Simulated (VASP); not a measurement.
# TaS2 (P-3m1) in VASP: a series of runs

Runs on TaS2. Level: LDA. Tasks: single point.

Program: VASP 6.6.1. These are calculated values, not measurements. Logs are shortened: lines on timing, memory, paths and dates and some standing lists are left out, and cuts for length are marked.

## (1) The cell of the first run

Symmetry: P-3m1, No. 164, trigonal system. The conventional cell has a = 3.350 Å, b = 3.350 Å, c = 5.860 Å, α = 90.00°, β = 90.00°, γ = 120.00°. Ta (site symmetry -3m) has 6 S at 2.43 Å within 3.2 Å. S (site symmetry 3m) has 3 Ta at 2.43 Å within 3.2 Å.

## (2) Single point, LDA

INCAR reads:

```
PREC = Accurate ; ENCUT = 500
EDIFF = 1E-6 ; ISMEAR = 1
SIGMA = 0.5 ; LREAL = False
LASPH = True ; NELM = 120
ALGO = Normal ; ISIF = 2
LWAVE = False ; LCHARG = False
GGA = CA ; NBANDS = 18
GGA_COMPAT = False
```

KPOINTS reads:

```
regular mesh
0
Gamma
  5 5 3
```

POSCAR reads:

```
TaS2
1.0
    3.3500000000      0.0000000000      0.0000000000
   -1.6750000000      2.9011851027      0.0000000000
    0.0000000000      0.0000000000      5.8600000000
Ta S
1 2
Direct
    0.0000000000      0.0000000000      0.0000000000
    0.3333333333      0.6666666667      0.2500000000
    0.6666666667      0.3333333333      0.7500000000
```

Potentials or basis: VASP PAW LDA potentials, release 64 (Ta_pv, S).

Started as:

```sh
$ cat potpaw_LDA.64/Ta_pv/POTCAR potpaw_LDA.64/S/POTCAR > POTCAR
$ mpirun -np 1 vasp_std > vasp.out
```

OUTCAR:

```text
PREC = Accurate
   ENCUT = 500
   EDIFF = 1E-6
   ISMEAR = 1
   LREAL = False
   LASPH = True
   NELM = 120
   ISIF = 2
   GGA = CA

 ion  position               nearest neighbor table
   1  0.000  0.000  0.000-   2 2.43   3 2.43   3 2.43   2 2.43   3 2.43   2 2.43
   2  0.333  0.667  0.250-   1 2.43   1 2.43   1 2.43
   3  0.667  0.333  0.750-   1 2.43   1 2.43   1 2.43

  LATTYP: Found a hexagonal cell.
 ALAT       =     3.3500000000
 C/A-ratio  =     1.7492537313

  Lattice vectors:

 A1 = (   3.3500000000,   0.0000000000,   0.0000000000)
 A2 = (  -1.6750000000,   2.9011851027,   0.0000000000)
 A3 = (   0.0000000000,   0.0000000000,   5.8600000000)

Analysis of symmetry for initial positions (statically):
=====================================================================
 Subroutine PRICEL returns:
 Original cell was already a primitive cell.

 Routine SETGRP: Setting up the symmetry group for a
 hexagonal supercell.

 Subroutine GETGRP returns: Found 12 space group operations
 (whereof 12 operations were pure point group operations)
 out of a pool of 24 trial point group operations.

The static configuration has the point symmetry D_3d.

Analysis of symmetry for dynamics (positions and initial velocities):
=====================================================================
 Subroutine PRICEL returns:
 Original cell was already a primitive cell.

 Routine SETGRP: Setting up the symmetry group for a
 hexagonal supercell.

 Subroutine GETGRP returns: Found 12 space group operations
 (whereof 12 operations were pure point group operations)
 out of a pool of 24 trial point group operations.

The dynamic configuration has the point symmetry D_3d.

 Subroutine INISYM returns: Found 12 space group operations
 (whereof 12 operations are pure point group operations),
 and found     1 'primitive' translations

----------------------------------------------------------------------------------------

                                     Primitive cell

  volume of cell :      56.9532

  direct lattice vectors                    reciprocal lattice vectors
     3.350000000  0.000000000  0.000000000     0.298507463  0.172343364  0.000000000
    -1.675000000  2.901185103  0.000000000     0.000000000  0.344686728  0.000000000
     0.000000000  0.000000000  5.860000000     0.000000000  0.000000000  0.170648464

  length of vectors
[... 70 lines left out ...]
   NELM   =    120;   NELMIN=  2; NELMDL= -5     # of ELM steps
   EDIFF  = 0.1E-05   stopping-criterion for ELM
   LREAL  =      F    real-space projection
   EDIFFG = 0.1E-04   stopping-criterion for IOM
   NSW    =      0    number of steps for IOM
   IBRION =     -1    ionic relax: 0-MD 1-quasi-New 2-CG
   NFREE  =      0    steps in history (QN), initial steepest desc. (CG)
   ISIF   =      2    stress and relaxation
   ISYM   =      2    0-nonsym 1-usesym 2-fastsym
   POTIM  = 0.5000    time-step for ionic-motion
   TEBEG  =    0.0;   TEEND  =   0.0 temperature during run
   PSTRESS=    0.0 pullay stress
   NELECT =      23.0000    total number of electrons
   NUPDOWN=      -1.0000    fix difference up-down
   EMIN   =  10.00;   EMAX   =-10.00  energy-range for DOS
   EFERMI =   0.00;   METHOD = LEGACY
   ISMEAR =     1;   SIGMA  =   0.50  broadening in eV -4-tet -1-fermi 0-gaus
   EFERMI_NEDOS =   21; number of points for ismear=-14 and -15
   IALGO  =     38    algorithm
   IMIX   =      4    mixing-type and parameters
     AMIX     =   0.40;   BMIX     =  1.00
     AMIX_MAG =   1.60;   BMIX_MAG =  1.00
  volume/ion in A,a.u.               =      18.98       128.11
  Fermi-wavevector in a.u.,A,eV,Ry     =   1.210073  2.286706 19.922686  1.464276
  Thomas-Fermi vector in A             =   2.345631
   LORBIT       =      0    0 simple, 1 ext, 2 COOP (PROOUT), +10 PAW based schemes
   GGA     = CA    functional components
   LHFCALC =     F    Hartree Fock is set to
   AEXX    =    0.0000 exact exchange contribution
   IVDW    =     0    specifies the selected vdW correction
   LEPSILON=     F    determine dielectric tensor
   LRPA    =     F    only Hartree local field effects (RPA)
 non-spin polarized calculation
 Methfessel and Paxton  Order N= 1 SIGMA  =   0.50
  energy-cutoff  :      500.00
  volume of cell :       56.95
 maximum number of plane-waves:      1456
   NGX = 13   NGY = 13   NGZ = 21

 number of electron      23.0000003 magnetization

 Free energy of the ion-electron system (eV)
  ---------------------------------------------------
  ext. energy  EPLUGINS =         0.00000000
  ---------------------------------------------------
  free energy    TOTEN  =       -25.45468572 eV

  energy without entropy =      -25.44398158  energy(sigma->0) =      -25.45111767

 E-fermi :   5.4883     XC(G=0): -10.8170

 val. band max:        5.4792022030   @ k =   0.0000   0.0000   0.3333
 cond. band min:       5.5015006412   @ k =   0.0000   0.0000   0.0000
 fundamental gap:      0.0222984382
 Fermi energy:         5.4883092004

 k-point     1 :       0.0000    0.0000    0.0000
  band No.  band energies     occupation
      1     -29.5365      2.00000
      2     -29.5214      2.00000
      3     -29.5214      2.00000
      4      -9.5375      2.00000
      5      -7.4167      2.00000
      6      -1.4882      2.00000
[... 229 lines left out ...]
      5      -7.1353      2.00000
      6      -0.9304      2.00000
[... 10 lines left out ...]
     17      12.1215     -0.00000
     18      12.7829     -0.00000

------------------------ aborting loop because EDIFF is reached ----------------------------------------

  FORCE on cell =-STRESS in cart. coord.  units (eV):
  Direction    XX          YY          ZZ          XY          YZ          ZX
  --------------------------------------------------------------------------------------
  -------------------------------------------------------------------------------------
  Total        0.3544897      0.3544897      1.5467708     -0.0000000      0.0000000      0.0000000
  in kB        9.9723218      9.9723218     43.5129667     -0.0000000      0.0000000      0.0000000
  external PRESSURE =      21.1525367 kB  Pullay stress =       0.0000000 kB

 VOLUME and BASIS-vectors are now :
 -----------------------------------------------------------------------------
  energy-cutoff  :      500.00
  volume of cell :       56.95
      direct lattice vectors                 reciprocal lattice vectors
     3.350000000  0.000000000  0.000000000     0.298507463  0.172343364  0.000000000
    -1.675000000  2.901185103  0.000000000     0.000000000  0.344686728  0.000000000
     0.000000000  0.000000000  5.860000000     0.000000000  0.000000000  0.170648464

 POSITION                                       TOTAL-FORCE (eV/Angst)
 -----------------------------------------------------------------------------------
      0.00000      0.00000      0.00000         0.000000      0.000000      0.000000
     -0.00000      1.93412      1.46500        -0.000000      0.000000      0.701851
      1.67500      0.96706      4.39500         0.000000     -0.000000     -0.701851
 -----------------------------------------------------------------------------------
    total drift:                               -0.000000      0.000000      0.000000

  FREE ENERGIE OF THE ION-ELECTRON SYSTEM (eV)
  ---------------------------------------------------
  free  energy   TOTEN  =       -25.4546857157 eV

  energy  without entropy=      -25.4439815801  energy(sigma->0) =      -25.45111767
```

Wall time 6 s (1 thread of AMD EPYC 9R45 (Zen 5), shared host); peak memory 0.12 GiB.

What came out:

```yaml
Free_energy: -25.4547 eV
Pressure: 2.1 GPa
Largest_force: 0.702 eV/Å
```

Forces in eV/Å, atoms in the order of the input:
```
Ta   0.000  0.000  0.000
S    0.000  0.000  0.702
S    0.000  0.000 -0.702
```

Caveat: the k points lie up to 0.43 Å⁻¹ apart; spin-orbit coupling is left out, which moves the levels of the heavy elements.

## (3) Single point, LDA

INCAR reads:

```
ALGO = Normal
EDIFF = 1E-6
ENCUT = 500
GGA_COMPAT = F
ISIF = 2
ISMEAR = 1
LASPH = T
LCHARG = T
LELF = T
LREAL = F
LVHAR = T
LWAVE = F
NBANDS = 18
NELM = 120
PREC = Accurate
SIGMA = 0.3
```

KPOINTS reads:

```
k-points
0
Gamma
  5 5 3
```

POSCAR is that of step 2.

Potentials or basis: VASP PAW LDA potentials, release 64 (Ta_pv, S).

Started as:

```sh
$ cat potpaw_LDA.64/Ta_pv/POTCAR potpaw_LDA.64/S/POTCAR > POTCAR
$ mpirun -np 1 vasp_std > vasp.out
```

Run time: 6.5 s. Hardware: 1 thread of AMD EPYC 9R45 (Zen 5), shared host; peak memory 0.12 GiB.

The run converged. Its results:

* Free energy: -25.4537 eV
* Pressure: 2.1 GPa
* Largest force: 0.682 eV/Å

Forces on the atoms (eV/Å):
```
Ta   0.000  0.000  0.000
S    0.000  0.000  0.682
S    0.000  0.000 -0.682
```

Stress tensor (GPa, compression positive):
```
1.00 0.00 0.00
0.00 1.00 0.00
0.00 0.00 4.35
```

Levels at points of the mesh, in eV from the Fermi level:
```csv
k point,band 9,band 10,band 11,band 12,band 13,band 14,band 15,band 16
"(0.00, 0.00, 0.00)",-1.27,-0.70,-0.70,0.01,0.01,0.24,4.11,4.11
```

Caveat: the k points lie up to 0.43 Å⁻¹ apart; spin-orbit coupling is left out, which moves the levels of the heavy elements.

## (4) Single point, LDA

INCAR reads:

```
  PREC = Accurate
  ENCUT = 500
  EDIFF = 1E-6
  ISMEAR = 1
  SIGMA = 0.2
  LREAL = False
  LASPH = True
  NELM = 120
  ALGO = Normal
  ISIF = 2
  LWAVE = False
  LCHARG = False
  GGA = CA
  NBANDS = 18
  GGA_COMPAT = False
```

KPOINTS reads:

```
regular mesh
0
Gamma
  5 5 3
```

POSCAR is that of step 3.

Started as:

```sh
$ cat potpaw_LDA.64/Ta_pv/POTCAR potpaw_LDA.64/S/POTCAR > POTCAR
$ mpirun -np 1 vasp_std > vasp.out
```

Wall time 5.8 s (1 thread of AMD EPYC 9R45 (Zen 5), shared host); peak memory 0.12 GiB.

The run converged. Its results:

| Item | Value |
| --- | --- |
| Free energy | -25.4559 eV |
| Pressure | 2.1 GPa |
| Largest force | 0.702 eV/Å |

Forces on the atoms (eV/Å):
```
Ta   0.000  0.000  0.000
S    0.000  0.000  0.702
S    0.000  0.000 -0.702
```

Stress tensor (GPa, compression positive):
```
0.96 0.00 0.00
0.00 0.96 0.00
0.00 0.00 4.51
```

Levels at points of the mesh, in eV from the Fermi level:
| k point | band 8 | band 9 | band 10 | band 11 | band 12 | band 13 | band 14 | band 15 |
| --- | --- | --- | --- | --- | --- | --- | --- | --- |
| (0.00, 0.00, 0.00) | -4.19 | -1.23 | -0.66 | -0.66 | 0.04 | 0.04 | 0.27 | 4.15 |

Caveat: the k points lie up to 0.43 Å⁻¹ apart; spin-orbit coupling is left out, which moves the levels of the heavy elements.

## (5) Single point, LDA

INCAR reads:

```
  PREC = Accurate
  ENCUT = 500
  EDIFF = 1E-6
  ISMEAR = 1
  SIGMA = 0.1
  LREAL = F
  LASPH = T
  NELM = 120
  ALGO = Normal
  ISIF = 2
  LWAVE = F
  LCHARG = T
  LELF = T
  LVHAR = T
  NBANDS = 18
  GGA_COMPAT = F
```

KPOINTS reads:

```
Automatic mesh
0
Gamma
  5 5 3
```

POSCAR is that of step 4.

Started as:

```sh
$ cat potpaw_LDA.64/Ta_pv/POTCAR potpaw_LDA.64/S/POTCAR > POTCAR
$ mpirun -np 1 vasp_std > vasp.out
```

Wall time 6.3 s (1 thread of AMD EPYC 9R45 (Zen 5), shared host); peak memory 0.12 GiB.

The run converged. Its results:

| Property | Result |
| --- | --- |
| Free energy | -25.4561 eV |
| Pressure | 2.2 GPa |
| Largest force | 0.730 eV/Å |

Forces on the atoms (eV/Å):
```
Ta   0.000  0.000  0.000
S    0.000  0.000  0.730
S    0.000  0.000 -0.730
```

Stress tensor (GPa, compression positive):
```
0.92 0.00 0.00
0.00 0.92 0.00
0.00 0.00 4.73
```

Levels at points of the mesh, in eV from the Fermi level:
| k point | band 7 | band 8 | band 9 | band 10 | band 11 | band 12 | band 13 | band 14 | band 15 | band 16 |
| --- | --- | --- | --- | --- | --- | --- | --- | --- | --- | --- |
| (0.00, 0.00, 0.00) | -4.18 | -4.18 | -1.22 | -0.65 | -0.65 | 0.05 | 0.05 | 0.29 | 4.16 | 4.16 |

Caveat: the k points lie up to 0.43 Å⁻¹ apart; spin-orbit coupling is left out, which moves the levels of the heavy elements.

## (6) Summary

| smearing | gap on the mesh (eV) | pressure (GPa) | largest force (eV/Å) |
| --- | --- | --- | --- |
| methfessel-paxton 0.5 eV | none | 2.1 | 0.70 |
| methfessel-paxton 0.3 eV | none | 2.1 | 0.68 |
| methfessel-paxton 0.2 eV | none | 2.1 | 0.70 |
| methfessel-paxton 0.1 eV | none | 2.2 | 0.73 |

Alike in all rows: task single point; level LDA; potentials or basis VASP PAW LDA potentials, release 64 (Ta_pv, S); no spin polarisation; cell as given; k mesh 5 × 5 × 3; cutoff (eV) 500.

Caveats: all runs use coarse meshes; spin-orbit coupling is left out, which moves the levels of the heavy elements.

Absolute energies hang on the potentials; compare differences alone.
